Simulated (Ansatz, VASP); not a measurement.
## One calculation of Ti, two programs

Contents of POSCAR:

```
Ti
1.0
   -1.6410000000      1.6410000000      1.7066400000
    1.6410000000     -1.6410000000      1.7066400000
    1.6410000000      1.6410000000     -1.7066400000
Ti
1
Direct
    0.0000000000      0.0000000000      0.0000000000
```

The input INCAR.step1:

```
ALGO = Normal
EDIFF = 1E-4
ENCUT = 520
GGA = PE
ISMEAR = 0
LASPH = True
LCHARG = False
LREAL = False
LWAVE = True
NBANDS = 12
NELM = 80
PREC = Accurate
SIGMA = 0.15
```

File INCAR.step2:

```
ALGO = Normal
EDIFF = 1E-6
ENCUT = 520
ISIF = 2
ISMEAR = 0
ISTART = 1
LASPH = True
LCHARG = True
LELF = True
LMIXTAU = True
LREAL = False
LVHAR = True
LWAVE = False
METAGGA = R2SCAN
NBANDS = 12
NELM = 80
PREC = Accurate
SIGMA = 0.15
```

KPOINTS

```
k-points
0
Gamma
  20 20 20
```

Input for Ansatz:

```yaml
crystal:
  lattice:
    - [-1.641, 1.641, 1.70664]
    - [1.641, -1.641, 1.70664]
    - [1.641, 1.641, -1.70664]
  atoms:
    - { symbol: Ti, position: [0.0, 0.0, 0.0] }
basis:
  ecutwfc: 500
kpoints:
  mp_grid: { grid: [20, 20, 20] }
hamiltonian:
  xc: r2scan
scf:
  occupations: { method: gaussian, width: 0.15 }
output:
  forces: true
  stress: true
  eigenvalues: true
```

Change from the starting cell: strain +0.000 along x and y, +0.040 along z, atoms carried along.

Alike in both runs: task single point; functional r2SCAN; k mesh 20 × 20 × 20; occupations gaussian, width 0.15 eV; no spin polarisation.

```csv
,VASP,Ansatz
version,VASP 6.6.1,Ansatz 0.2.0
potentials or method,"VASP PAW PBE potentials, release 64 (Ti_sv), cutoff 520 eV","scalar-relativistic, plane waves, PAW"
valence electrons in the cell,12,12
```

Ansatz gave:

| Property | Result |
| --- | --- |
| gap on the k mesh at the Fermi level (eV) | none |
| pressure (GPa) | -6.5 |
| traceless stress, the component that is largest in VASP (GPa) | 1.00 |

Task: Which values does VASP return?

Result: gap on the k mesh at the Fermi level (eV): none; pressure (GPa): -6.3; traceless stress, the component that is largest in VASP (GPa): 1.02.

VASP's potentials were made for PBE, not for r2SCAN. A gap of «none» marks a metal or a gap that the smearing closes.
